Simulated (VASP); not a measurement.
Input of a VASP 6.6.1 run:

INCAR

```
PREC     = Accurate       # precision mode
ENCUT    = 520            # plane-wave cutoff, eV
EDIFF    = 1E-6           # SCF threshold, eV
ISMEAR   = 0              # smearing method
SIGMA    = 0.15           # smearing width, eV
LREAL    = F              # projectors in reciprocal space
LASPH    = T              # aspherical terms in the spheres
NELM     = 100            # most SCF steps
ALGO     = Fast           # electronic algorithm
ISIF     = 2              # what is computed and relaxed
LWAVE    = F              # write WAVECAR
LCHARG   = F              # write CHGCAR
GGA      = PS             # functional
NBANDS   = 23             # bands
```

Contents of KPOINTS:

```
Automatic mesh
0
Gamma
  16 16 16
```

Contents of POSCAR:

```
TiAl
1.0
   -2.8475477342      0.0000000000      0.0000000000
    0.0000000000      4.9320973526      0.0000000000
    1.4237738671     -2.4660486763     -4.6191923826
Ti Al
2 2
Direct
    0.5021204890      0.4826916084      0.0042409781
   -0.0021204890     -0.0215493697     -0.0042409781
    0.7500000000      0.1062444788      0.5000000000
    0.2500000000      0.6293583778      0.5000000000
```

Potentials or basis: VASP PAW PBE potentials, release 64 (Ti_sv, Al).

Command:

```sh
$ cat potpaw_PBE.64/Ti_sv/POTCAR potpaw_PBE.64/Al/POTCAR > POTCAR
$ mpirun -np 1 vasp_std > vasp.out
```

Task: Estimate the pressure.

Result: 0.8 GPa.

Task: Estimate the band gap on the k mesh.

Result: Zero (band 15 reaches 8.76 eV, above the bottom of band 16 at 7.57 eV).

Task: Estimate the largest force.

Result: 0.845 eV/Å.

Stress tensor (GPa, compression positive):
```
 4.83  0.00  0.00
 0.00 -4.07  0.00
 0.00  0.00  1.64
```

Caveat: the cell differs from its parent crystal (mode 6 frozen in at +0.170 Å and mode 11 at -0.057 Å (largest displacements)); the PAW data sets were made with another functional, which shifts forces and pressure a little.
